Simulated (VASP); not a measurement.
# TiN (Osbornite) (Fm-3m) in VASP: notebook

TiN (Osbornite) is run at these levels: PBEsol; tasks: single point.

Program: VASP 6.6.1. These are calculated values, not measurements. Logs are shortened: lines on timing, memory, paths and dates and some standing lists are left out, and cuts for length are marked.

**1. The cell of the first run**

Symmetry: Fm-3m, No. 225, cubic system. The conventional cell has a = 4.151 Å, b = 4.151 Å, c = 4.151 Å, α = 90.00°, β = 90.00°, γ = 90.00°. Within 2.7 Å of Ti (site symmetry m-3m) lie 6 N at 2.08 Å. N (site symmetry m-3m) has 6 Ti at 2.08 Å within 2.7 Å.

**2. Single point, PBEsol**

File INCAR:

```
SYSTEM = TiN
PREC     = Accurate       ! precision mode
ENCUT    = 520            ! plane-wave cutoff, eV
EDIFF    = 1E-6           ! SCF threshold, eV
ISMEAR   = 0              ! smearing method
SIGMA    = 0.1            ! smearing width, eV
LREAL    = .FALSE.        ! projectors in reciprocal space
LASPH    = .TRUE.         ! aspherical terms in the spheres
NELM     = 60             ! most SCF steps
ALGO     = Normal         ! electronic algorithm
ISIF     = 2              ! what is computed and relaxed
LWAVE    = .FALSE.        ! write WAVECAR
LCHARG   = .TRUE.         ! write CHGCAR
GGA      = PS             ! functional
LELF     = .TRUE.         ! ELF
LVHAR    = .TRUE.       
NBANDS   = 16             ! bands
```

File KPOINTS:

```
Automatic mesh
0
G
  12 12 12
  0 0 0
```

File POSCAR:

```
TiN
1.0
    0.0000000000      2.0757429644      2.0757429644
    2.0757429644      0.0000000000      2.0757429644
    2.0757429644      2.0757429644      0.0000000000
Ti N
1 1
Direct
    0.0000000000      0.0000000000      0.0000000000
    0.5000000000      0.5000000000      0.5000000000
```

Potentials or basis: VASP PAW PBE potentials, release 64 (Ti_sv, N).

Command:

```sh
> cat potpaw_PBE.64/Ti_sv/POTCAR potpaw_PBE.64/N/POTCAR > POTCAR
> mpirun -np 1 vasp_std > vasp.out
```

OUTCAR:

```text
SYSTEM = TiN
   PREC = Accurate
   ENCUT = 520
   EDIFF = 1E-6
   ISMEAR = 0
   LREAL = .FALSE.
   LASPH = .TRUE.
   NELM = 60
   ISIF = 2
   GGA = PS

 ion  position               nearest neighbor table
   1  0.000  0.000  0.000-   2 2.08   2 2.08   2 2.08   2 2.08   2 2.08   2 2.08
   2  0.500  0.500  0.500-   1 2.08   1 2.08   1 2.08   1 2.08   1 2.08   1 2.08

  LATTYP: Found a face centered cubic cell.
 ALAT       =     4.1514859288

  Lattice vectors:

 A1 = (   0.0000000000,   2.0757429644,   2.0757429644)
 A2 = (   2.0757429644,   0.0000000000,   2.0757429644)
 A3 = (   2.0757429644,   2.0757429644,   0.0000000000)

Analysis of symmetry for initial positions (statically):
=====================================================================
 Subroutine PRICEL returns:
 Original cell was already a primitive cell.

 Routine SETGRP: Setting up the symmetry group for a
 face centered cubic supercell.

 Subroutine GETGRP returns: Found 48 space group operations
 (whereof 48 operations were pure point group operations)
 out of a pool of 48 trial point group operations.

The static configuration has the point symmetry O_h .

Analysis of symmetry for dynamics (positions and initial velocities):
=====================================================================
 Subroutine PRICEL returns:
 Original cell was already a primitive cell.

 Routine SETGRP: Setting up the symmetry group for a
 face centered cubic supercell.

 Subroutine GETGRP returns: Found 48 space group operations
 (whereof 48 operations were pure point group operations)
 out of a pool of 48 trial point group operations.

The dynamic configuration has the point symmetry O_h .

 Subroutine INISYM returns: Found 48 space group operations
 (whereof 48 operations are pure point group operations),
 and found     1 'primitive' translations

----------------------------------------------------------------------------------------

                                     Primitive cell

  volume of cell :      17.8875

  direct lattice vectors                    reciprocal lattice vectors
     0.000000000  2.075742964  2.075742964    -0.240877608  0.240877608  0.240877608
     2.075742964  0.000000000  2.075742964     0.240877608 -0.240877608  0.240877608
     2.075742964  2.075742964  0.000000000     0.240877608  0.240877608 -0.240877608

  length of vectors
     2.935543852  2.935543852  2.935543852     0.417212255  0.417212255  0.417212255

  position of ions in fractional coordinates (direct lattice)
     0.000000000  0.000000000  0.000000000
     0.500000000  0.500000000  0.500000000

  ion indices of the primitive-cell ions
   primitive index   ion index
                 1           1
                 2           2

[... 76 lines left out ...]
   NFREE  =      0    steps in history (QN), initial steepest desc. (CG)
   ISIF   =      2    stress and relaxation
   ISYM   =      2    0-nonsym 1-usesym 2-fastsym
   POTIM  = 0.5000    time-step for ionic-motion
   TEBEG  =    0.0;   TEEND  =   0.0 temperature during run
   PSTRESS=    0.0 pullay stress
   NELECT =      17.0000    total number of electrons
   NUPDOWN=      -1.0000    fix difference up-down
   EMIN   =  10.00;   EMAX   =-10.00  energy-range for DOS
   EFERMI =   0.00;   METHOD = LEGACY
   ISMEAR =     0;   SIGMA  =   0.10  broadening in eV -4-tet -1-fermi 0-gaus
   EFERMI_NEDOS =   21; number of points for ismear=-14 and -15
   IALGO  =     38    algorithm
   IMIX   =      4    mixing-type and parameters
     AMIX     =   0.40;   BMIX     =  1.00
     AMIX_MAG =   1.60;   BMIX_MAG =  1.00
  volume/ion in A,a.u.               =       8.94        60.36
  Fermi-wavevector in a.u.,A,eV,Ry     =   1.609561  3.041630 35.248451  2.590688
  Thomas-Fermi vector in A             =   2.705252
   LORBIT       =      0    0 simple, 1 ext, 2 COOP (PROOUT), +10 PAW based schemes
   GGA     = PS    functional components
   LHFCALC =     F    Hartree Fock is set to
   AEXX    =    0.0000 exact exchange contribution
   IVDW    =     0    specifies the selected vdW correction
   LEPSILON=     F    determine dielectric tensor
   LRPA    =     F    only Hartree local field effects (RPA)
 non-spin polarized calculation
 Gauss-broadening in eV      SIGMA  =   0.10
  energy-cutoff  :      520.00
  volume of cell :       17.89
 maximum number of plane-waves:       531
 NGX is ok and might be reduce to    24
   NGX = 11   NGY = 11   NGZ = 11

 number of electron      16.9999999 magnetization

 Free energy of the ion-electron system (eV)
  ---------------------------------------------------
  ext. energy  EPLUGINS =         0.00000000
  ---------------------------------------------------
  free energy    TOTEN  =       -20.75554637 eV

  energy without entropy =      -20.75159906  energy(sigma->0) =      -20.75357271

 E-fermi :  12.1471     XC(G=0): -13.5835

 val. band max:       12.1405686949   @ k =   0.1667   0.0000   0.0000
 cond. band min:      12.1909390628   @ k =   0.0833   0.0833   0.0000
 fundamental gap:      0.0503703679
 Fermi energy:        12.1471106399

 k-point     1 :       0.0000    0.0000    0.0000
  band No.  band energies     occupation
      1     -45.3199      2.00000
      2     -21.3453      2.00000
      3     -21.3453      2.00000
      4     -21.3453      2.00000
      5      -5.2304      2.00000
      6      10.1056      2.00000
[... 433 lines left out ...]
      3     -21.5597      2.00000
      4     -21.4432      2.00000
      5      -2.6979      2.00000
      6       4.3183      2.00000
[... 8 lines left out ...]
     15      25.8069      0.00000
     16      26.9917      0.00000

 [... further k-points ...]

------------------------ aborting loop because EDIFF is reached ----------------------------------------

  FORCE on cell =-STRESS in cart. coord.  units (eV):
  Direction    XX          YY          ZZ          XY          YZ          ZX
  --------------------------------------------------------------------------------------
  -------------------------------------------------------------------------------------
  Total        1.4226758      1.4226758      1.4226758      0.0000000     -0.0000000      0.0000000
  in kB      127.4282783    127.4282783    127.4282783      0.0000000     -0.0000000      0.0000000
  external PRESSURE =     127.4282783 kB  Pullay stress =       0.0000000 kB

 VOLUME and BASIS-vectors are now :
 -----------------------------------------------------------------------------
  energy-cutoff  :      520.00
  volume of cell :       17.89
      direct lattice vectors                 reciprocal lattice vectors
     0.000000000  2.075742964  2.075742964    -0.240877608  0.240877608  0.240877608
     2.075742964  0.000000000  2.075742964     0.240877608 -0.240877608  0.240877608
     2.075742964  2.075742964  0.000000000     0.240877608  0.240877608 -0.240877608

 POSITION                                       TOTAL-FORCE (eV/Angst)
 -----------------------------------------------------------------------------------
      0.00000      0.00000      0.00000         0.000000      0.000000      0.000000
      2.07574      2.07574      2.07574        -0.000000     -0.000000     -0.000000
 -----------------------------------------------------------------------------------
    total drift:                                0.000000     -0.000000     -0.000000

  FREE ENERGIE OF THE ION-ELECTRON SYSTEM (eV)
  ---------------------------------------------------
  free  energy   TOTEN  =       -20.7555463698 eV

  energy  without entropy=      -20.7515990558  energy(sigma->0) =      -20.75357271
```

stdout:

```text
POSCAR found type information on POSCAR TiN
 POSCAR found :  2 types and       2 ions
 scaLAPACK will be used
 -----------------------------------------------------------------------------
|                                                                             |
|                                                                             |
|     You enforced a specific xc type in the INCAR file but a different       |
|     I HOPE YOU KNOW WHAT YOU ARE DOING!                                     |
|                                                                             |
 -----------------------------------------------------------------------------

 LDA part: xc-table for (Slater+PW92), standard interpolation
 POSCAR, INCAR and KPOINTS ok, starting setup
 FFT: planning ... GRIDC
 FFT: planning ... GRID_SOFT
 FFT: planning ... GRID
 WAVECAR not read
 entering main loop
```

It took 22 s on 1 thread of Intel Xeon 8259CL, shared host; peak memory 0.15 GiB.

Results:

| Quantity | Value |
| --- | --- |
| Free energy | -20.7555 eV |
| Pressure | 12.7 GPa |

Caveat: the PAW data sets were made with another functional, which shifts forces and pressure a little.

**3. Single point, PBEsol**

This run uses another cell than the first one, of 9.23 Å³/atom, 1.032 times its volume.

File INCAR:

```
SYSTEM = TiN
ALGO = Normal
EDIFF = 1E-6
ENCUT = 520
GGA = PS
ISIF = 2
ISMEAR = 0
LASPH = .TRUE.
LCHARG = .FALSE.
LREAL = .FALSE.
LWAVE = .FALSE.
NBANDS = 16
NELM = 60
PREC = Accurate
SIGMA = 0.1
```

File KPOINTS:

```
k-points
0
G
  12 12 12
  0 0 0
```

File POSCAR:

```
TiN
1.0
    0.0000000000      2.0975944961      2.0975944961
    2.0975944961      0.0000000000      2.0975944961
    2.0975944961      2.0975944961      0.0000000000
Ti N
1 1
Direct
    0.0000000000      0.0000000000      0.0000000000
    0.5000000000      0.5000000000      0.5000000000
```

Potentials or basis: VASP PAW PBE potentials, release 64 (Ti_sv, N).

Command:

```sh
> cat potpaw_PBE.64/Ti_sv/POTCAR potpaw_PBE.64/N/POTCAR > POTCAR
> mpirun -np 1 vasp_std > vasp.out
```

It took 28 s on 1 thread of Intel Xeon 8259CL, shared host; peak memory 0.16 GiB.

Results (log left out):

| Property | Result |
| --- | --- |
| Free energy | -20.7826 eV |
| Pressure | 2.4 GPa |

Levels at points of the mesh, in eV from the Fermi level:
```csv
k point,band 7,band 8,band 9,band 10,band 11,band 12
"(0.00, 0.00, 0.00)",-2.01,-2.01,-0.61,-0.61,-0.61,0.65
"(0.50, 0.00, 0.00)",-5.61,-5.61,1.84,1.84,2.56,6.09
"(0.50, 0.50, 0.00)",-3.21,-3.21,-3.21,1.78,2.59,2.59
```

Caveat: the PAW data sets were made with another functional, which shifts forces and pressure a little.

**4. Single point, PBEsol**

This run uses another cell than the first one, of 9.51 Å³/atom, 1.064 times its volume.

File INCAR:

```
PREC = Accurate
ENCUT = 520
EDIFF = 1E-6
ISMEAR = 0
SIGMA = 0.1
LREAL = F
LASPH = T
NELM = 80
ALGO = Normal
ISIF = 2
LWAVE = F
LCHARG = F
GGA = PS
NBANDS = 16
```

File KPOINTS:

```
Automatic mesh
0
Gamma
  12 12 12
```

File POSCAR:

```
TiN
1.0
    0.0000000000      2.1190000000      2.1190000000
    2.1190000000      0.0000000000      2.1190000000
    2.1190000000      2.1190000000      0.0000000000
Ti N
1 1
Direct
    0.0000000000      0.0000000000      0.0000000000
    0.5000000000      0.5000000000      0.5000000000
```

Command:

```sh
> cat potpaw_PBE.64/Ti_sv/POTCAR potpaw_PBE.64/N/POTCAR > POTCAR
> mpirun -np 1 vasp_std > vasp.out
```

Run time: 33 s. Hardware: 1 thread of Intel Xeon 8259CL, shared host; peak memory 0.15 GiB.

It converged, with:

- Free energy: -20.7756 eV
- Pressure: -6.5 GPa

Levels at points of the mesh, in eV from the Fermi level:
```csv
k point,band 6,band 7,band 8,band 9,band 10,band 11,band 12,band 13
"(0.00, 0.00, 0.00)",-1.97,-1.97,-1.97,-0.58,-0.58,-0.58,0.62,0.62
"(0.50, 0.00, 0.00)",-8.08,-5.45,-5.45,1.76,1.76,2.44,5.85,5.85
"(0.50, 0.50, 0.00)",-5.80,-3.17,-3.17,-3.08,1.70,2.47,2.47,3.72
```

Caveat: the PAW data sets were made with another functional, which shifts forces and pressure a little.

**5. Single point, PBEsol**

This run uses another cell than the first one, of 9.80 Å³/atom, 1.096 times its volume.

File INCAR:

```
ALGO = Normal ; EDIFF = 1E-6
ENCUT = 520 ; GGA = PS
ISIF = 2 ; ISMEAR = 0
LASPH = True ; LCHARG = True
LELF = True ; LREAL = False
LVHAR = True ; LWAVE = False
NBANDS = 16 ; NELM = 80
PREC = Accurate ; SIGMA = 0.1
```

File KPOINTS:

```
k-points
0
Gamma
  12 12 12
```

File POSCAR:

```
TiN
1.0
    0.0000000000      2.1399815626      2.1399815626
    2.1399815626      0.0000000000      2.1399815626
    2.1399815626      2.1399815626      0.0000000000
Ti N
1 1
Direct
    0.0000000000      0.0000000000      0.0000000000
    0.5000000000      0.5000000000      0.5000000000
```

Command:

```sh
> cat potpaw_PBE.64/Ti_sv/POTCAR potpaw_PBE.64/N/POTCAR > POTCAR
> mpirun -np 1 vasp_std > vasp.out
```

Run time: 39 s. Hardware: 1 thread of Intel Xeon 8259CL, shared host; peak memory 0.15 GiB.

It converged, with:

* Free energy: -20.7395 eV
* Pressure: -14.0 GPa

Levels at points of the mesh, in eV from the Fermi level:
```
           k point  band 7  band 8  band 9  band 10  band 11  band 12
(0.00, 0.00, 0.00)   -1.93   -1.93   -0.56    -0.56    -0.56     0.59
(0.50, 0.00, 0.00)   -5.29   -5.29    1.67     1.67     2.32     5.61
(0.50, 0.50, 0.00)   -3.12   -3.12   -2.95     1.62     2.35     2.35
```

Caveat: the PAW data sets were made with another functional, which shifts forces and pressure a little.

**6. Single point, PBEsol**

This run uses another cell than the first one, of 10.09 Å³/atom, 1.128 times its volume.

File INCAR:

```
ALGO = Normal
EDIFF = 1E-7
ENCUT = 520
GGA = PS
ISIF = 2
ISMEAR = 0
LASPH = T
LCHARG = T
LELF = T
LREAL = F
LVHAR = T
LWAVE = F
NBANDS = 16
NELM = 100
PREC = Accurate
SIGMA = 0.1
```

KPOINTS is that of step 5.

File POSCAR:

```
TiN
1.0
    0.0000000000      2.1605595707      2.1605595707
    2.1605595707      0.0000000000      2.1605595707
    2.1605595707      2.1605595707      0.0000000000
Ti N
1 1
Direct
    0.0000000000      0.0000000000      0.0000000000
    0.5000000000      0.5000000000      0.5000000000
```

Potentials or basis: VASP PAW PBE potentials, release 64 (Ti_sv, N).

Command:

```sh
> cat potpaw_PBE.64/Ti_sv/POTCAR potpaw_PBE.64/N/POTCAR > POTCAR
> mpirun -np 1 vasp_std > vasp.out
```

Run time: 61 s. Hardware: 1 thread of Intel Xeon 8259CL, shared host; peak memory 0.15 GiB.

Results (log left out):

* Free energy: -20.6786 eV
* Pressure: -20.3 GPa

Levels at points of the mesh, in eV from the Fermi level:
```tsv
k point	band 7	band 8	band 9	band 10	band 11	band 12
(0.00, 0.00, 0.00)	-1.89	-1.89	-0.54	-0.54	-0.54	0.56
(0.50, 0.00, 0.00)	-5.14	-5.14	1.59	1.59	2.22	5.40
(0.50, 0.50, 0.00)	-3.08	-3.08	-2.83	1.55	2.25	2.25
```

Caveat: the PAW data sets were made with another functional, which shifts forces and pressure a little.

**7. The runs side by side**

| cell | gap on the mesh (eV) | pressure (GPa) |
| --- | --- | --- |
| a = 2.936 Å, angles 60.0°, 2 atoms | none | 12.7 |
| a = 2.966 Å, angles 60.0°, 2 atoms | none | 2.4 |
| a = 2.997 Å, angles 60.0°, 2 atoms | none | -6.5 |
| a = 3.026 Å, angles 60.0°, 2 atoms | none | -14.0 |
| a = 3.055 Å, angles 60.0°, 2 atoms | none | -20.3 |

Alike in all rows: task single point; level PBEsol; potentials or basis VASP PAW PBE potentials, release 64 (Ti_sv, N); no spin polarisation; k mesh 12 × 12 × 12; cutoff (eV) 520; smearing gaussian 0.1 eV.

Caveats: the PAW data sets were made with another functional, which shifts forces and pressure a little.

Total energies depend on the potentials used, so only differences within one code and one set of settings carry meaning.
